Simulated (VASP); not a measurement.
# BiN (F-43m) in VASP: notebook

Runs on BiN. Level: PBE. Tasks: single point.

Program: VASP 6.6.1. These are calculated values, not measurements. Logs are shortened: lines on timing, memory, paths and dates and some standing lists are left out, and cuts for length are marked.

### Step 1. The cell of the first run

Symmetry: F-43m, No. 216, cubic system. Conventional cell: a = 5.586 Å, b = 5.586 Å, c = 5.586 Å, α = 90.00°, β = 90.00°, γ = 90.00°. Within 3.2 Å of Bi (site symmetry -43m) lie 4 N at 2.42 Å. N (site symmetry -43m) has 4 Bi at 2.42 Å within 3.2 Å.

### Step 2. Single point, PBE

File INCAR:

```
SYSTEM = BiN
PREC = Accurate
ENCUT = 520
EDIFF = 1E-6
ISMEAR = 0
SIGMA = 0.05
LREAL = .FALSE.
LASPH = .TRUE.
NELM = 60
ALGO = Normal
ISIF = 2
LWAVE = .FALSE.
LCHARG = .TRUE.
GGA = PE
LELF = .TRUE.
LVHAR = .TRUE.
NBANDS = 17
```

File KPOINTS:

```
Automatic mesh
0
G
  10 10 10
  0 0 0
```

File POSCAR:

```
BiN
1.0
    0.0000000000      2.7928055308      2.7928055308
    2.7928055308      0.0000000000      2.7928055308
    2.7928055308      2.7928055308      0.0000000000
Bi N
1 1
Direct
    0.0000000000      0.0000000000      0.0000000000
    0.2500000000      0.2500000000      0.2500000000
```

Potentials or basis: VASP PAW PBE potentials, release 64 (Bi_d, N).

Command:

```sh
$ cat potpaw_PBE.64/Bi_d/POTCAR potpaw_PBE.64/N/POTCAR > POTCAR
$ mpirun -np 1 vasp_std > vasp.out
```

OUTCAR:

```text
SYSTEM = BiN
   PREC = Accurate
   ENCUT = 520
   EDIFF = 1E-6
   ISMEAR = 0
   LREAL = .FALSE.
   LASPH = .TRUE.
   NELM = 60
   ISIF = 2
   GGA = PE

 ion  position               nearest neighbor table
   1  0.000  0.000  0.000-   2 2.42   2 2.42   2 2.42   2 2.42
   2  0.250  0.250  0.250-   1 2.42   1 2.42   1 2.42   1 2.42

  LATTYP: Found a face centered cubic cell.
 ALAT       =     5.5856110616

  Lattice vectors:

 A1 = (   0.0000000000,   2.7928055308,   2.7928055308)
 A2 = (   2.7928055308,   0.0000000000,   2.7928055308)
 A3 = (   2.7928055308,   2.7928055308,   0.0000000000)

Analysis of symmetry for initial positions (statically):
=====================================================================
 Subroutine PRICEL returns:
 Original cell was already a primitive cell.

 Routine SETGRP: Setting up the symmetry group for a
 face centered cubic supercell.

 Subroutine GETGRP returns: Found 24 space group operations
 (whereof 24 operations were pure point group operations)
 out of a pool of 48 trial point group operations.

The static configuration has the point symmetry T_d .

Analysis of symmetry for dynamics (positions and initial velocities):
=====================================================================
 Subroutine PRICEL returns:
 Original cell was already a primitive cell.

 Routine SETGRP: Setting up the symmetry group for a
 face centered cubic supercell.

 Subroutine GETGRP returns: Found 24 space group operations
 (whereof 24 operations were pure point group operations)
 out of a pool of 48 trial point group operations.

The dynamic configuration has the point symmetry T_d .

 Subroutine INISYM returns: Found 24 space group operations
 (whereof 24 operations are pure point group operations),
 and found     1 'primitive' translations

----------------------------------------------------------------------------------------

                                     Primitive cell

  volume of cell :      43.5664

  direct lattice vectors                    reciprocal lattice vectors
     0.000000000  2.792805531  2.792805531    -0.179031441  0.179031441  0.179031441
     2.792805531  0.000000000  2.792805531     0.179031441 -0.179031441  0.179031441
     2.792805531  2.792805531  0.000000000     0.179031441  0.179031441 -0.179031441

  length of vectors
     3.949623459  3.949623459  3.949623459     0.310091553  0.310091553  0.310091553

  position of ions in fractional coordinates (direct lattice)
     0.000000000  0.000000000  0.000000000
     0.250000000  0.250000000  0.250000000

  ion indices of the primitive-cell ions
   primitive index   ion index
                 1           1
                 2           2

----------------------------------------------------------------------------------------

 KPOINTS: Automatic mesh

Automatic generation of k-mesh.
 Grid dimensions read from file:
 generate k-points for:   10   10   10

 Generating k-lattice:

  Cartesian coordinates                     Fractional coordinates (reciprocal lattice)
    -0.017903144  0.017903144  0.017903144     0.100000000  0.000000000  0.000000000
     0.017903144 -0.017903144  0.017903144     0.000000000  0.100000000  0.000000000
     0.017903144  0.017903144 -0.017903144     0.000000000  0.000000000  0.100000000

  Length of vectors
     0.031009155  0.031009155  0.031009155

  Shift w.r.t. Gamma in fractional coordinates (k-lattice)
     0.000000000  0.000000000  0.000000000

 Subroutine IBZKPT returns following result:
 ===========================================

 Found     47 irreducible k-points:

 Following reciprocal coordinates:
            Coordinates               Weight
  0.000000  0.000000  0.000000      1.000000
  0.100000  0.000000  0.000000      8.000000
  0.200000  0.000000  0.000000      8.000000
  0.300000  0.000000  0.000000      8.000000
  0.400000  0.000000  0.000000      8.000000
  0.500000  0.000000  0.000000      4.000000
[... 16 lines left out ...]
  0.300000  0.300000  0.000000      6.000000
  0.400000  0.300000  0.000000     24.000000
 [... further k-points ...]
   k-points           NKPTS =     47   k-points in BZ     NKDIM =     47   number of bands    NBANDS=     17
   number of dos      NEDOS =    301   number of ions     NIONS =      2
   total plane-waves  NPLWV =  27000
   dimension x,y,z NGX =    30 NGY =   30 NGZ =   30
   dimension x,y,z NGXF=    60 NGYF=   60 NGZF=   60
   ions per type =               1   1
   NGX,Y,Z   is equivalent  to a cutoff of  12.63, 12.63, 12.63 a.u.
   NGXF,Y,Z  is equivalent  to a cutoff of  25.25, 25.25, 25.25 a.u.
 SYSTEM =  BiN
   PREC   = accura    normal or accurate (medium, high low for compatibility)
   ISTART =      0    job   : 0-new  1-cont  2-samecut
   ICHARG =      2    charge: 1-file 2-atom 10-const
   ISPIN  =      1    spin polarized calculation?
   LNONCOLLINEAR =      F non collinear calculations
   LSORBIT =      F    spin-orbit coupling
   LASPH  =      T    aspherical Exc in radial PAW
   ENCUT  =  520.0 eV  38.22 Ry    6.18 a.u.   7.34  7.34  7.34*2*pi/ulx,y,z
   NELM   =     60;   NELMIN=  2; NELMDL= -5     # of ELM steps
   EDIFF  = 0.1E-05   stopping-criterion for ELM
   LREAL  =      F    real-space projection
   EDIFFG = 0.1E-04   stopping-criterion for IOM
   NSW    =      0    number of steps for IOM
   IBRION =     -1    ionic relax: 0-MD 1-quasi-New 2-CG
   NFREE  =      0    steps in history (QN), initial steepest desc. (CG)
   ISIF   =      2    stress and relaxation
   ISYM   =      2    0-nonsym 1-usesym 2-fastsym
   POTIM  = 0.5000    time-step for ionic-motion
   TEBEG  =    0.0;   TEEND  =   0.0 temperature during run
   PSTRESS=    0.0 pullay stress
   NELECT =      20.0000    total number of electrons
   NUPDOWN=      -1.0000    fix difference up-down
   EMIN   =  10.00;   EMAX   =-10.00  energy-range for DOS
   EFERMI =   0.00;   METHOD = LEGACY
   ISMEAR =     0;   SIGMA  =   0.05  broadening in eV -4-tet -1-fermi 0-gaus
   EFERMI_NEDOS =   21; number of points for ismear=-14 and -15
   IALGO  =     38    algorithm
   IMIX   =      4    mixing-type and parameters
     AMIX     =   0.40;   BMIX     =  1.00
     AMIX_MAG =   1.60;   BMIX_MAG =  1.00
  volume/ion in A,a.u.               =      21.78       147.00
  Fermi-wavevector in a.u.,A,eV,Ry     =   1.262896  2.386527 21.700006  1.594905
  Thomas-Fermi vector in A             =   2.396280
   LORBIT       =      0    0 simple, 1 ext, 2 COOP (PROOUT), +10 PAW based schemes
   GGA     = PE    functional components
   LHFCALC =     F    Hartree Fock is set to
   AEXX    =    0.0000 exact exchange contribution
   IVDW    =     0    specifies the selected vdW correction
   LEPSILON=     F    determine dielectric tensor
   LRPA    =     F    only Hartree local field effects (RPA)
 non-spin polarized calculation
 Gauss-broadening in eV      SIGMA  =   0.05
  energy-cutoff  :      520.00
  volume of cell :       43.57
 maximum number of plane-waves:      1211
 NGX is ok and might be reduce to    30
   NGX = 15   NGY = 15   NGZ = 15

 number of electron      20.0000009 magnetization

 Free energy of the ion-electron system (eV)
  ---------------------------------------------------
  ext. energy  EPLUGINS =         0.00000000
  ---------------------------------------------------
  free energy    TOTEN  =       -10.54536829 eV

  energy without entropy =      -10.54454138  energy(sigma->0) =      -10.54495483

 E-fermi :   5.9982     XC(G=0):  -9.7366

 val. band max:        5.9818186870   @ k =  -0.4000   0.4000   0.2000
 cond. band min:       6.0865632803   @ k =   0.3000   0.3000   0.0000
 fundamental gap:      0.1047445934
 Fermi energy:         5.9982239611

 k-point     1 :       0.0000    0.0000    0.0000
  band No.  band energies     occupation
      1     -16.9748      2.00000
      2     -16.9748      2.00000
      3     -16.9748      2.00000
      4     -16.9341      2.00000
      5     -16.9341      2.00000
      6      -9.5640      2.00000
[... 9 lines left out ...]
     16      16.8807      0.00000
     17      16.8807      0.00000

 k-point     2 :       0.1000    0.0000    0.0000
  band No.  band energies     occupation
      1     -16.9768      2.00000
      2     -16.9718      2.00000
      3     -16.9718      2.00000
      4     -16.9339      2.00000
      5     -16.9339      2.00000
      6      -9.4602      2.00000
[... 9 lines left out ...]
     16      16.4447      0.00000
     17      16.4447      0.00000

 k-point     3 :       0.2000    0.0000    0.0000
  band No.  band energies     occupation
      1     -16.9822      2.00000
      2     -16.9659      2.00000
      3     -16.9659      2.00000
      4     -16.9315      2.00000
      5     -16.9315      2.00000
      6      -9.1613      2.00000
[... 9 lines left out ...]
     16      16.0234      0.00000
     17      16.4136      0.00000

 k-point     4 :       0.3000    0.0000    0.0000
  band No.  band energies     occupation
      1     -16.9891      2.00000
      2     -16.9629      2.00000
      3     -16.9629      2.00000
      4     -16.9242      2.00000
      5     -16.9242      2.00000
      6      -8.7161      2.00000
[... 9 lines left out ...]
     16      16.0579      0.00000
     17      17.5004      0.00000
[... 343 lines left out ...]
      1     -16.9902      2.00000
      2     -16.9597      2.00000
      3     -16.9523      2.00000
      4     -16.9356      2.00000
      5     -16.9205      2.00000
      6      -8.5577      2.00000
[... 9 lines left out ...]
     16      15.8508      0.00000
     17      18.7654      0.00000

 k-point    23 :       0.3000    0.3000    0.0000
  band No.  band energies     occupation
      1     -17.0172      2.00000
      2     -16.9504      2.00000
      3     -16.9329      2.00000
      4     -16.9329      2.00000
      5     -16.9191      2.00000
      6      -8.4021      2.00000
[... 9 lines left out ...]
     16      19.3089      0.00000
     17      19.9245      0.00000

 k-point    24 :       0.4000    0.3000    0.0000
  band No.  band energies     occupation
      1     -17.0221      2.00000
      2     -16.9533      2.00000
      3     -16.9284      2.00000
      4     -16.9262      2.00000
      5     -16.9136      2.00000
      6      -8.0087      2.00000
[... 9 lines left out ...]
     16      19.0723      0.00000
     17      19.7670      0.00000

 [... further k-points ...]

------------------------ aborting loop because EDIFF is reached ----------------------------------------

  FORCE on cell =-STRESS in cart. coord.  units (eV):
  Direction    XX          YY          ZZ          XY          YZ          ZX
  --------------------------------------------------------------------------------------
  -------------------------------------------------------------------------------------
  Total       -0.3986607     -0.3986607     -0.3986607      0.0000000     -0.0000000     -0.0000000
  in kB      -14.6609422    -14.6609422    -14.6609422      0.0000000     -0.0000000     -0.0000000
  external PRESSURE =     -14.6609422 kB  Pullay stress =       0.0000000 kB

 VOLUME and BASIS-vectors are now :
 -----------------------------------------------------------------------------
  energy-cutoff  :      520.00
  volume of cell :       43.57
      direct lattice vectors                 reciprocal lattice vectors
     0.000000000  2.792805531  2.792805531    -0.179031441  0.179031441  0.179031441
     2.792805531  0.000000000  2.792805531     0.179031441 -0.179031441  0.179031441
     2.792805531  2.792805531  0.000000000     0.179031441  0.179031441 -0.179031441

 POSITION                                       TOTAL-FORCE (eV/Angst)
 -----------------------------------------------------------------------------------
      0.00000      0.00000      0.00000        -0.000000     -0.000000     -0.000000
      1.39640      1.39640      1.39640         0.000000      0.000000      0.000000
 -----------------------------------------------------------------------------------
    total drift:                               -0.000000     -0.000000     -0.000000

  FREE ENERGIE OF THE ION-ELECTRON SYSTEM (eV)
  ---------------------------------------------------
  free  energy   TOTEN  =       -10.5453682855 eV

  energy  without entropy=      -10.5445413774  energy(sigma->0) =      -10.54495483
```

Wall time 47 s (1 thread of Intel Xeon Platinum 8488C (Sapphire Rapids), shared host); peak memory 0.18 GiB.

Results:

```
Free energy            : -10.5454 eV
Pressure               : -1.5 GPa
Band gap on the k mesh : zero (band 10 reaches 6.28 eV, above the bottom of band 11 at 5.70 eV)
```

Levels at points of the mesh, in eV from the Fermi level:
```tsv
k point	band 7	band 8	band 9	band 10	band 11	band 12	band 13	band 14
(0.00, 0.00, 0.00)	-7.24	-1.91	-1.91	-1.91	2.95	2.95	2.95	6.18
(0.50, 0.00, 0.00)	-10.02	-2.87	-2.71	-2.71	2.93	3.67	3.67	7.54
(0.50, 0.50, 0.00)	-10.67	-3.88	-3.88	-0.72	-0.29	5.37	5.37	5.95
```

Caveat: spin-orbit coupling is left out, which moves the levels of the heavy elements.

### Step 3. Single point, PBE (volume scaled by 1.020)

File INCAR:

```
  ALGO = Normal
  EDIFF = 1E-6
  ENCUT = 520
  GGA = PE
  ISIF = 2
  ISMEAR = 0
  LASPH = True
  LCHARG = False
  LREAL = False
  LWAVE = False
  NBANDS = 17
  NELM = 80
  PREC = Accurate
  SIGMA = 0.05
```

File KPOINTS:

```
k-points
0
Gamma
  10 10 10
```

File POSCAR:

```
BiN
1.0
    0.0000000000      2.7944892930      2.7944892930
    2.7944892930      0.0000000000      2.7944892930
    2.7944892930      2.7944892930      0.0000000000
Bi N
1 1
Direct
    0.0000000000      0.0000000000      0.0000000000
    0.2500000000      0.2500000000      0.2500000000
```

Potentials or basis: VASP PAW PBE potentials, release 64 (Bi_d, N).

Command:

```sh
$ cat potpaw_PBE.64/Bi_d/POTCAR potpaw_PBE.64/N/POTCAR > POTCAR
$ mpirun -np 1 vasp_std > vasp.out
```

It took 45 s on 1 thread of Intel Xeon Platinum 8488C (Sapphire Rapids), shared host; peak memory 0.18 GiB.

The run converged. Its results:

| Property | Result |
| --- | --- |
| Free energy | -10.5447 eV |
| Pressure | -1.6 GPa |
| Band gap on the k mesh | zero (band 10 reaches 6.25 eV, above the bottom of band 11 at 5.68 eV) |

Levels at points of the mesh, in eV from the Fermi level:
| k point | band 8 | band 9 | band 10 | band 11 | band 12 | band 13 |
| --- | --- | --- | --- | --- | --- | --- |
| (0.00, 0.00, 0.00) | -1.91 | -1.91 | -1.91 | 2.95 | 2.95 | 2.95 |
| (0.50, 0.00, 0.00) | -2.87 | -2.71 | -2.71 | 2.92 | 3.67 | 3.67 |
| (0.50, 0.50, 0.00) | -3.87 | -3.87 | -0.72 | -0.29 | 5.36 | 5.36 |

Caveat: spin-orbit coupling is left out, which moves the levels of the heavy elements.
